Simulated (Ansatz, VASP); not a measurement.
# Two plane-wave programs on PtSe2

```xyz
3
Lattice="3.7607 0.0000 0.0000 -1.8804 3.2569 0.0000 0.0000 0.0000 4.8633" Properties=species:S:1:pos:R:3 pbc="T T T"
Pt    0.0000    0.0000    0.0000
Se    0.0000    2.1713    1.2677
Se    1.8804    1.0856    3.5956
```

Alike in both runs: task relaxation of cell and atoms; functional PBEsol; k mesh 12 × 12 × 8; occupations fermi-dirac, width 0.15 eV; no spin polarisation.

|  | VASP | Ansatz |
| --- | --- | --- |
| version | VASP 6.6.1 | Ansatz 0.2.0 |
| potentials or method | VASP PAW PBE potentials, release 64 (Pt, Se), cutoff 600 eV | scalar-relativistic, plane waves, PAW |
| valence electrons in the cell | 22 | 50 |

```tsv
	VASP	Ansatz	Ansatz less VASP
gap on the k mesh at the Fermi level, each at its own relaxed structure (eV)	none	none	-
relaxed volume (Å³/atom)	19.84	19.84	+0.001
relaxed length of the cell vector where the two differ most in proportion (Å)	4.856	4.859	+0.0030
```

VASP's potentials were made for PBE, not for PBEsol. A gap of «none» marks a metal or a gap that the smearing closes. VASP's potentials hold 22 valence electrons a cell and Ansatz's 50, so a difference there can come from the potentials and not from the codes.

Spin-orbit coupling is off throughout.
